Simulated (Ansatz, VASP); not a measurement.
**One calculation of HfN, two programs**

Contents of INCAR:

```
SYSTEM = HfN
PREC     = Accurate       ! precision mode
ENCUT    = 520            ! plane-wave cutoff, eV
EDIFF    = 1E-6           ! SCF threshold, eV
ISMEAR   = 0              ! smearing method
SIGMA    = 0.15           ! smearing width, eV
LREAL    = .FALSE.        ! projectors in reciprocal space
LASPH    = .TRUE.         ! aspherical terms in the spheres
NELM     = 80             ! most SCF steps
ALGO     = Normal         ! electronic algorithm
ISIF     = 2              ! what is computed and relaxed
LWAVE    = .FALSE.        ! write WAVECAR
LCHARG   = .FALSE.        ! write CHGCAR
GGA      = PS             ! functional
NBANDS   = 14             ! bands
```

KPOINTS

```
Automatic mesh
0
G
  16 16 16
  0 0 0
```

POSCAR

```
HfN
1.0
    0.0000000000      2.4548220000      2.2707103500
    2.4548220000      0.0000000000      2.2707103500
    2.4548220000      2.4548220000      0.0000000000
Hf N
1 1
Direct
    0.0000000000      0.0000000000      0.0000000000
    0.7500000000      0.7500000000      0.7500000000
```

Input for Ansatz:

```yaml
crystal:
  lattice:
    - [0.0, 2.454822, 2.27071035]
    - [2.454822, 0.0, 2.27071035]
    - [2.454822, 2.454822, 0.0]
  atoms:
    - { symbol: Hf, position: [0.0, 0.0, 0.0] }
    - { symbol: "N", position: [0.75, 0.75, 0.75] }
basis:
  ecutwfc: 420
kpoints:
  mp_grid: { grid: [16, 16, 16] }
hamiltonian:
  xc: pbesol
scf:
  occupations: { method: gaussian, width: 0.15 }
output:
  forces: true
  stress: true
  eigenvalues: true
```

Change from the starting cell: strain -0.0750 x Voigt [0, 0, 1, 0, 0, 0], atoms carried along.

Alike in both runs: task single point; functional PBEsol; k mesh 16 × 16 × 16; occupations gaussian, width 0.15 eV; no spin polarisation.

|  | VASP | Ansatz |
| --- | --- | --- |
| version | VASP 6.6.1 | Ansatz 0.2.0 |
| potentials or method | VASP PAW PBE potentials, release 64 (Hf_pv, N), cutoff 520 eV | scalar-relativistic, plane waves, PAW |
| valence electrons in the cell | 15 | 31 |

|  | VASP | Ansatz | Ansatz less VASP |
| --- | --- | --- | --- |
| gap on the k mesh at the Fermi level (eV) | none | none | - |
| pressure (GPa) | 10.5 | 11.2 | +0.71 |
| traceless stress, the component that is largest in VASP (GPa) | 6.44 | 6.48 | +0.039 |

VASP's potentials were made for PBE, not for PBEsol. A gap of «none» marks a metal or a gap that the smearing closes. VASP's potentials hold 15 valence electrons a cell and Ansatz's 31, so a difference there can come from the potentials and not from the codes.

Neither program's run includes spin-orbit coupling.
